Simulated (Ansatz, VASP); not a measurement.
**SnO2: VASP beside Ansatz**

Contents of INCAR:

```
ALGO = Normal
EDIFF = 1E-6
ENCUT = 520
GGA = PE
ISIF = 2
ISMEAR = 0
IVDW = 12
LASPH = T
LCHARG = F
LREAL = F
LWAVE = F
NBANDS = 49
NELM = 80
PREC = Accurate
SIGMA = 0.05
```

The input KPOINTS:

```
k-points
0
Gamma
  9 9 2
```

POSCAR

```
SnO2
1.0
   -3.2372529198      0.0000000000      0.0000000000
   -1.6186264599     -2.8035432670      0.0000000000
   -0.9711758759     -0.5607086535     13.2254773976
Sn O
3 6
Direct
    0.5693163191      0.5693163191      0.4867517379
    0.9675520476     -0.0324479524      0.1622397622
    0.1710805906      0.1710805906      0.8112637135
    0.6192392378      0.6192392378      0.2371371442
    0.8227677809     -0.1772322191      0.8861610955
    0.2210035094      0.2210035094      0.5616491199
    0.5193934004      0.5193934004      0.7363663315
    0.9176291288     -0.0823708712      0.4118543559
    0.3158648573      0.3158648573      0.0873423802
```

Input for Ansatz:

```yaml
crystal:
  lattice:
    - [-3.2372529198, 0.0, 0.0]
    - [-1.6186264599, -2.803543267, 0.0]
    - [-0.9711758759, -0.5607086535, 13.2254773976]
  atoms:
    - { symbol: Sn, position: [0.5693163191, 0.5693163191, 0.4867517379] }
    - { symbol: Sn, position: [0.9675520476, -0.0324479524, 0.1622397622] }
    - { symbol: Sn, position: [0.1710805906, 0.1710805906, 0.8112637135] }
    - { symbol: O, position: [0.6192392378, 0.6192392378, 0.2371371442] }
    - { symbol: O, position: [0.8227677809, -0.1772322191, 0.8861610955] }
    - { symbol: O, position: [0.2210035094, 0.2210035094, 0.5616491199] }
    - { symbol: O, position: [0.5193934004, 0.5193934004, 0.7363663315] }
    - { symbol: O, position: [0.9176291288, -0.0823708712, 0.4118543559] }
    - { symbol: O, position: [0.3158648573, 0.3158648573, 0.0873423802] }
basis:
  ecutwfc: 520.0
kpoints:
  mp_grid: { grid: [9, 9, 2] }
hamiltonian:
  xc: pbe
  pseudopotentials: { kind: paw, azcp: { folder: soft_1 } }
  dispersion: d3bj
scf:
  occupations: { method: gaussian, width: 0.05 }
output:
  forces: true
  stress: true
  eigenvalues: true
```

Alike in both runs: task single point; functional PBE; dispersion D3(BJ); k mesh 9 × 9 × 2; occupations gaussian, width 0.05 eV; no spin polarisation.

|  | VASP | Ansatz |
| --- | --- | --- |
| version | VASP 6.6.1 | Ansatz 0.2.0 |
| potentials or method | VASP PAW PBE potentials, release 64 (Sn_d, O), cutoff 520 eV | scalar-relativistic, plane waves, PAW |
| valence electrons in the cell | 78 | 78 |

```csv
,VASP,Ansatz,Ansatz less VASP
gap on the k mesh at the Fermi level (eV),1.65,1.67,+0.020
least direct gap on the mesh (eV),1.68,1.70,+0.018
pressure (GPa),0.4,-0.3,-0.66
"traceless stress, the component that is largest in VASP (GPa)",-0.21,-0.21,+0.002
rms of the force components (eV/Å),0.064,0.047,-0.0165
```

Atom by atom the forces differ by 0.027 eV/Å (rms over components).
